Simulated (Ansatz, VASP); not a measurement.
# One calculation of Bi2Se3, two programs

```xyz
5
Lattice="2.0715 1.1960 9.5453 -2.0715 1.1960 9.5453 0.0000 -2.3920 9.5453" Properties=species:S:1:pos:R:3 pbc="T T T"
Bi    0.0000    0.0000   11.4773
Bi    0.0000    0.0000   17.1587
Se    0.0000    0.0000    0.0000
Se    0.0000    0.0000    6.0622
Se    0.0000    0.0000   22.5738
```

Alike in both runs: task single point; functional RPBE; k mesh 6 × 6 × 6; no spin polarisation.

```csv
,VASP,Ansatz
version,VASP 6.6.1,Ansatz 0.2.0
potentials or method,"VASP PAW PBE potentials, release 64 (Bi_d, Se)","plane waves, PAW"
plane-wave cutoff (eV),520,420
occupations,"gaussian, width 0.01 eV",fixed
valence electrons in the cell,48,78
```

|  | VASP | Ansatz | Ansatz less VASP |
| --- | --- | --- | --- |
| gap on the k mesh at the Fermi level (eV) | 0.29 | 0.30 | +0.002 |

VASP's potentials were made for PBE, not for RPBE. VASP's potentials hold 48 valence electrons a cell and Ansatz's 78, so a difference there can come from the potentials and not from the codes.

Spin-orbit coupling is off throughout.
